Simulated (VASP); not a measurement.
# SnO2 (P1) in VASP: single point with LDA

Aim: the single point of SnO2 with LDA.

Everything below comes from runs of VASP 6.6.1. Logs are shortened: lines on timing, memory, paths and dates and some standing lists are left out, and cuts for length are marked.

### Step 1. The cell of the first run

The typed cell holds 6 atoms: a = 4.737 Å, b = 4.737 Å, c = 3.186 Å, α = 90.00°, β = 90.00°, γ = 90.00°.

### Step 2. Single point, LDA (atoms moved at random)

File INCAR:

```
ALGO = Normal
EDIFF = 1E-7
ENCUT = 520
ISIF = 2
ISMEAR = 0
LASPH = T
LCHARG = F
LREAL = F
LWAVE = F
NBANDS = 35
NELM = 60
PREC = Accurate
SIGMA = 0.05
```

File KPOINTS:

```
k-points
0
Gamma
  6 6 8
```

File POSCAR:

```
SnO2
1.0
    4.7373500000      0.0000000000      0.0000000000
    0.0000000000      4.7373500000      0.0000000000
    0.0000000000      0.0000000000      3.1864000000
Sn O
2 4
Direct
    0.0068813212     -0.0021783254      0.0105167222
    0.4887684902      0.5083955679      0.4518197359
    0.2948800919      0.3058058980     -0.0148690280
    0.1936124257      0.8121812063      0.5166222451
    0.7131069943      0.6970330824      0.0364981425
    0.8027506766      0.1787625708      0.4994121822
```

Potentials or basis: VASP PAW LDA potentials, release 64 (Sn_d, O).

Command:

```
> cat potpaw_LDA.64/Sn_d/POTCAR potpaw_LDA.64/O/POTCAR > POTCAR
> mpirun -np 1 vasp_std > vasp.out
```

OUTCAR:

```text
EDIFF = 1E-7
   ENCUT = 520
   ISIF = 2
   ISMEAR = 0
   LASPH = T
   LREAL = F
   NELM = 60
   PREC = Accurate

 ion  position               nearest neighbor table
   1  0.007  0.998  0.011-   5 1.99   3 2.00   4 2.01   6 2.02   4 2.04   6 2.08   2 3.54   2 3.61
                             2 3.66   2 3.71   2 3.72
   2  0.489  0.508  0.452-   5 1.92   3 1.99   4 2.02   3 2.16   6 2.16   5 2.32   1 3.54   1 3.61
                             1 3.66   1 3.71   1 3.72
   3  0.295  0.306  0.985-   2 1.99   1 2.00   2 2.16
   4  0.194  0.812  0.517-   1 2.01   2 2.02   1 2.04
   5  0.713  0.697  0.036-   2 1.92   1 1.99   2 2.32
   6  0.803  0.179  0.499-   1 2.02   1 2.08   2 2.16

  LATTYP: Found a simple tetragonal cell.
 ALAT       =     4.7373500000
 C/A-ratio  =     0.6726123255

  Lattice vectors:

 A1 = (   4.7373500000,   0.0000000000,   0.0000000000)
 A2 = (   0.0000000000,   4.7373500000,   0.0000000000)
 A3 = (   0.0000000000,   0.0000000000,   3.1864000000)

Analysis of symmetry for initial positions (statically):
=====================================================================
 Subroutine PRICEL returns:
 Original cell was already a primitive cell.

 Routine SETGRP: Setting up the symmetry group for a
 simple tetragonal supercell.

 Subroutine GETGRP returns: Found  1 space group operations
 (whereof  1 operations were pure point group operations)
 out of a pool of 16 trial point group operations.

The static configuration has the point symmetry C_1 .

Analysis of symmetry for dynamics (positions and initial velocities):
=====================================================================
 Subroutine PRICEL returns:
 Original cell was already a primitive cell.

 Routine SETGRP: Setting up the symmetry group for a
 simple tetragonal supercell.

 Subroutine GETGRP returns: Found  1 space group operations
 (whereof  1 operations were pure point group operations)
 out of a pool of 16 trial point group operations.

The dynamic configuration has the point symmetry C_1 .

 Subroutine INISYM returns: Found  1 space group operations
 (whereof  1 operations are pure point group operations),
 and found     1 'primitive' translations

----------------------------------------------------------------------------------------

                                     Primitive cell

  volume of cell :      71.5107

  direct lattice vectors                    reciprocal lattice vectors
     4.737350000  0.000000000  0.000000000     0.211088478  0.000000000  0.000000000
     0.000000000  4.737350000  0.000000000     0.000000000  0.211088478  0.000000000
     0.000000000  0.000000000  3.186400000     0.000000000  0.000000000  0.313833794

  length of vectors
     4.737350000  4.737350000  3.186400000     0.211088478  0.211088478  0.313833794

  position of ions in fractional coordinates (direct lattice)
     0.006881321  0.997821675  0.010516722
     0.488768490  0.508395568  0.451819736
     0.294880092  0.305805898  0.985130972
     0.193612426  0.812181206  0.516622245
     0.713106994  0.697033082  0.036498143
     0.802750677  0.178762571  0.499412182

  ion indices of the primitive-cell ions
   primitive index   ion index
                 1           1
                 2           2
                 3           3
                 4           4
                 5           5
                 6           6

----------------------------------------------------------------------------------------

 KPOINTS: k-points

Automatic generation of k-mesh.
 Grid dimensions read from file:
 generate k-points for:    6    6    8

 Generating k-lattice:

  Cartesian coordinates                     Fractional coordinates (reciprocal lattice)
     0.035181413  0.000000000  0.000000000     0.166666667  0.000000000  0.000000000
     0.000000000  0.035181413  0.000000000     0.000000000  0.166666667  0.000000000
     0.000000000  0.000000000  0.039229224     0.000000000  0.000000000  0.125000000

  Length of vectors
     0.035181413  0.035181413  0.039229224

  Shift w.r.t. Gamma in fractional coordinates (k-lattice)
     0.000000000  0.000000000  0.000000000

 Subroutine IBZKPT returns following result:
 ===========================================

 Found    148 irreducible k-points:

 Following reciprocal coordinates:
            Coordinates               Weight
  0.000000  0.000000  0.000000      1.000000
  0.166667  0.000000  0.000000      2.000000
  0.000000  0.166667  0.000000      2.000000
  0.333333  0.000000  0.000000      2.000000
  0.000000  0.333333  0.000000      2.000000
  0.500000  0.000000  0.000000      1.000000
[... 16 lines left out ...]
  0.000000  0.166667  0.125000      2.000000
 -0.166667  0.000000  0.125000      2.000000
 [... further k-points ...]
   k-points           NKPTS =    148   k-points in BZ     NKDIM =    148   number of bands    NBANDS=     35
   number of dos      NEDOS =    301   number of ions     NIONS =      6
   total plane-waves  NPLWV =  31104
   dimension x,y,z NGX =    36 NGY =   36 NGZ =   24
   dimension x,y,z NGXF=    72 NGYF=   72 NGZF=   48
   ions per type =               2   4
   NGX,Y,Z   is equivalent  to a cutoff of  12.63, 12.63, 12.52 a.u.
   NGXF,Y,Z  is equivalent  to a cutoff of  25.27, 25.27, 25.04 a.u.
 SYSTEM =  unknown system
   PREC   = accura    normal or accurate (medium, high low for compatibility)
   ISTART =      0    job   : 0-new  1-cont  2-samecut
   ICHARG =      2    charge: 1-file 2-atom 10-const
   ISPIN  =      1    spin polarized calculation?
   LNONCOLLINEAR =      F non collinear calculations
   LSORBIT =      F    spin-orbit coupling
   LASPH  =      T    aspherical Exc in radial PAW
   ENCUT  =  520.0 eV  38.22 Ry    6.18 a.u.   8.81  8.81  5.92*2*pi/ulx,y,z
   NELM   =     60;   NELMIN=  2; NELMDL= -5     # of ELM steps
   EDIFF  = 0.1E-06   stopping-criterion for ELM
   LREAL  =      F    real-space projection
   EDIFFG = 0.1E-05   stopping-criterion for IOM
   NSW    =      0    number of steps for IOM
   IBRION =     -1    ionic relax: 0-MD 1-quasi-New 2-CG
   NFREE  =      0    steps in history (QN), initial steepest desc. (CG)
   ISIF   =      2    stress and relaxation
   ISYM   =      2    0-nonsym 1-usesym 2-fastsym
   POTIM  = 0.5000    time-step for ionic-motion
   TEBEG  =    0.0;   TEEND  =   0.0 temperature during run
   PSTRESS=    0.0 pullay stress
   NELECT =      52.0000    total number of electrons
   NUPDOWN=      -1.0000    fix difference up-down
   EMIN   =  10.00;   EMAX   =-10.00  energy-range for DOS
   EFERMI =   0.00;   METHOD = LEGACY
   ISMEAR =     0;   SIGMA  =   0.05  broadening in eV -4-tet -1-fermi 0-gaus
   EFERMI_NEDOS =   21; number of points for ismear=-14 and -15
   IALGO  =     38    algorithm
   IMIX   =      4    mixing-type and parameters
     AMIX     =   0.40;   BMIX     =  1.00
     AMIX_MAG =   1.60;   BMIX_MAG =  1.00
  volume/ion in A,a.u.               =      11.92        80.43
  Fermi-wavevector in a.u.,A,eV,Ry     =   1.472150  2.781961 29.486913  2.167227
  Thomas-Fermi vector in A             =   2.587200
   LORBIT       =      0    0 simple, 1 ext, 2 COOP (PROOUT), +10 PAW based schemes
   GGA     = CA    functional components
   LHFCALC =     F    Hartree Fock is set to
   AEXX    =    0.0000 exact exchange contribution
   IVDW    =     0    specifies the selected vdW correction
   LEPSILON=     F    determine dielectric tensor
   LRPA    =     F    only Hartree local field effects (RPA)
 non-spin polarized calculation
 Gauss-broadening in eV      SIGMA  =   0.05
  energy-cutoff  :      520.00
  volume of cell :       71.51
 maximum number of plane-waves:      1992
   NGX = 17   NGY = 17   NGZ = 11

 number of electron      51.9999996 magnetization

 Free energy of the ion-electron system (eV)
  ---------------------------------------------------
  ext. energy  EPLUGINS =         0.00000000
  ---------------------------------------------------
  free energy    TOTEN  =       -41.71595236 eV

  energy without entropy =      -41.71595236  energy(sigma->0) =      -41.71595236

 E-fermi :   6.2286     XC(G=0): -11.7977

 val. band max:        5.9377576236   @ k =   0.0000   0.0000   0.0000
 cond. band min:       6.9324623875   @ k =   0.0000   0.0000   0.0000
 fundamental gap:      0.9947047639
 Fermi energy:         6.2285772586

 k-point     1 :       0.0000    0.0000    0.0000
  band No.  band energies     occupation
      1     -15.2152      2.00000
      2     -14.4418      2.00000
      3     -14.3938      2.00000
      4     -14.1744      2.00000
      5     -14.0746      2.00000
      6     -14.0504      2.00000
[... 27 lines left out ...]
     34      18.0589      0.00000
     35      18.1798      0.00000

 k-point     2 :       0.1667    0.0000    0.0000
  band No.  band energies     occupation
      1     -15.1759      2.00000
      2     -14.5054      2.00000
      3     -14.3858      2.00000
      4     -14.1904      2.00000
      5     -14.0720      2.00000
      6     -14.0447      2.00000
[... 27 lines left out ...]
     34      18.0491      0.00000
     35      18.1648      0.00000

 k-point     3 :       0.0000    0.1667    0.0000
  band No.  band energies     occupation
      1     -15.1758      2.00000
      2     -14.4925      2.00000
      3     -14.4026      2.00000
      4     -14.1936      2.00000
      5     -14.0682      2.00000
      6     -14.0479      2.00000
[... 27 lines left out ...]
     34      17.9880      0.00000
     35      18.2163      0.00000

 k-point     4 :       0.3333    0.0000    0.0000
  band No.  band energies     occupation
      1     -15.0646      2.00000
      2     -14.6620      2.00000
      3     -14.3830      2.00000
      4     -14.2155      2.00000
      5     -14.0656      2.00000
      6     -14.0323      2.00000
[... 27 lines left out ...]
     34      17.9594      0.00000
     35      18.3367      0.00000

 k-point     5 :       0.0000    0.3333    0.0000
  band No.  band energies     occupation
      1     -15.0638      2.00000
      2     -14.6517      2.00000
      3     -14.4066      2.00000
      4     -14.2181      2.00000
      5     -14.0579      2.00000
      6     -14.0405      2.00000
[... 638 lines left out ...]
 k-point    22 :       0.1667    0.0000    0.1250
  band No.  band energies     occupation
      1     -15.1361      2.00000
      2     -14.5502      2.00000
      3     -14.3599      2.00000
      4     -14.2001      2.00000
      5     -14.1389      2.00000
      6     -14.0548      2.00000
[... 27 lines left out ...]
     34      17.9325      0.00000
     35      18.1533      0.00000

 k-point    23 :       0.0000    0.1667    0.1250
  band No.  band energies     occupation
      1     -15.1257      2.00000
      2     -14.5443      2.00000
      3     -14.3986      2.00000
      4     -14.2150      2.00000
      5     -14.0982      2.00000
      6     -14.0537      2.00000
[... 27 lines left out ...]
     34      17.9976      0.00000
     35      18.0488      0.00000

 k-point    24 :      -0.1667    0.0000    0.1250
  band No.  band energies     occupation
      1     -15.0987      2.00000
      2     -14.5978      2.00000
      3     -14.3570      2.00000
      4     -14.2180      2.00000
      5     -14.0982      2.00000
      6     -14.0591      2.00000
[... 27 lines left out ...]
     34      17.8968      0.00000
     35      18.0873      0.00000

 [... further k-points ...]

------------------------ aborting loop because EDIFF is reached ----------------------------------------

  FORCE on cell =-STRESS in cart. coord.  units (eV):
  Direction    XX          YY          ZZ          XY          YZ          ZX
  --------------------------------------------------------------------------------------
  -------------------------------------------------------------------------------------
  Total        1.2087037      1.5949882      2.0501241      1.4747311      0.1129624     -1.1694137
  in kB       27.0806577     35.7352489     45.9324370     33.0409238      2.5308889    -26.2003758
  external PRESSURE =      36.2494478 kB  Pullay stress =       0.0000000 kB

 VOLUME and BASIS-vectors are now :
 -----------------------------------------------------------------------------
  energy-cutoff  :      520.00
  volume of cell :       71.51
      direct lattice vectors                 reciprocal lattice vectors
     4.737350000  0.000000000  0.000000000     0.211088478  0.000000000  0.000000000
     0.000000000  4.737350000  0.000000000     0.000000000  0.211088478  0.000000000
     0.000000000  0.000000000  3.186400000     0.000000000  0.000000000  0.313833794

 POSITION                                       TOTAL-FORCE (eV/Angst)
 -----------------------------------------------------------------------------------
      0.03260      4.72703      0.03351        -1.077904      0.672841     -0.170703
      2.31547      2.40845      1.43968         0.851434     -1.415854      2.965792
      1.39695      1.44871      3.13902         0.775865      0.844446     -0.684452
      0.91721      3.84759      1.64617         0.796931     -0.574486     -0.341310
      3.37824      3.30209      0.11630        -0.608970     -0.546650     -2.139294
      3.80291      0.84686      1.59133        -0.737356      1.019703      0.369967
 -----------------------------------------------------------------------------------
    total drift:                                0.000112     -0.000308     -0.000034

  FREE ENERGIE OF THE ION-ELECTRON SYSTEM (eV)
  ---------------------------------------------------
  free  energy   TOTEN  =       -41.7159523630 eV

  energy  without entropy=      -41.7159523630  energy(sigma->0) =      -41.71595236
```

Wall time 12 min (1 thread of Oxide Virtual Turin-like, shared host); peak memory 0.33 GiB.

What came out:

* Free energy: -41.7160 eV
* Pressure: 3.6 GPa
* Largest force: 3.395 eV/Å
* Band gap on the k mesh: 0.99 eV, direct

Forces in eV/Å, atoms in the order of the input:
```
Sn  -1.078  0.673 -0.171
Sn   0.851 -1.416  2.966
O    0.776  0.844 -0.684
O    0.797 -0.574 -0.341
O   -0.609 -0.547 -2.139
O   -0.737  1.020  0.370
```

Stress tensor (GPa, compression positive):
```
 2.71  3.30 -2.62
 3.30  3.57  0.25
-2.62  0.25  4.59
```

Levels at points of the mesh, in eV from the valence-band top:
| k point | band 22 | band 23 | band 24 | band 25 | band 26 | band 27 | band 28 | band 29 | band 30 | band 31 |
| --- | --- | --- | --- | --- | --- | --- | --- | --- | --- | --- |
| (0.00, 0.00, 0.00) | -1.44 | -1.19 | -0.94 | -0.82 | 0.00 | 0.99 | 5.65 | 6.08 | 6.21 | 9.86 |
| (0.50, 0.00, 0.00) | -2.03 | -1.47 | -1.07 | -0.97 | -0.35 | 3.80 | 4.44 | 6.65 | 6.80 | 10.17 |
| (0.00, 0.50, 0.00) | -2.13 | -1.37 | -1.13 | -0.87 | -0.59 | 3.87 | 4.50 | 6.85 | 7.00 | 10.11 |
| (0.50, 0.50, 0.00) | -2.07 | -1.48 | -1.30 | -1.09 | -0.79 | 4.12 | 5.06 | 7.25 | 7.29 | 10.15 |
| (0.00, 0.00, 0.50) | -2.49 | -1.97 | -1.88 | -1.35 | -1.05 | 5.21 | 6.49 | 8.73 | 9.73 | 10.05 |
| (0.50, 0.00, 0.50) | -1.79 | -1.29 | -1.04 | -0.91 | -0.68 | 5.47 | 6.83 | 7.45 | 8.02 | 10.35 |
| (0.00, 0.50, 0.50) | -1.79 | -1.34 | -1.22 | -0.80 | -0.55 | 5.48 | 6.69 | 7.44 | 7.91 | 10.59 |
| (0.50, 0.50, 0.50) | -2.16 | -1.21 | -1.18 | -0.91 | -0.59 | 4.04 | 4.88 | 8.47 | 8.71 | 9.98 |

Caveat: the cell differs from its parent crystal (atoms moved at random); spin-orbit coupling is left out, which moves the levels of the heavy elements; forces of over 1 eV/Å act on the atoms, so gaps and moduli don't describe the material at rest.
